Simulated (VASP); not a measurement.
Runs of VASP 6.6.1 on Ir. The structure is that of space group Fm-3m (No. 225), or close to it. The cells are those of the table. 

| cell | gap on the mesh (eV) | pressure (GPa) |
| --- | --- | --- |
| a = 2.745 Å, angles 60.0°, 1 atom | none | (a) |
| a = 2.635 Å, angles 60.0°, 1 atom | none | 41.4 |
| a = 2.672 Å, angles 60.0°, 1 atom | none | 18.7 |
| a = 2.709 Å, angles 60.0°, 1 atom | none | 0.9 |
| a = 2.779 Å, angles 60.0°, 1 atom | none | (b) |

Alike in all rows: task single point; level PBEsol; potentials or basis VASP PAW PBE potentials, release 64 (Ir); no spin polarisation; k mesh 13 × 13 × 13; cutoff (eV) 500; smearing methfessel-paxton 0.1 eV.

Q: Estimate the missing entries.

A: (a) -13.1; (b) -24.0.

Caveats: the PAW data sets were made with another functional, which shifts forces and pressure a little; spin-orbit coupling is left out, which moves the levels of the heavy elements.

A k mesh can miss the band edges, and the runs leave out spin-orbit coupling on Ir.

A gap of «none» marks levels without a gap at the run's occupations.
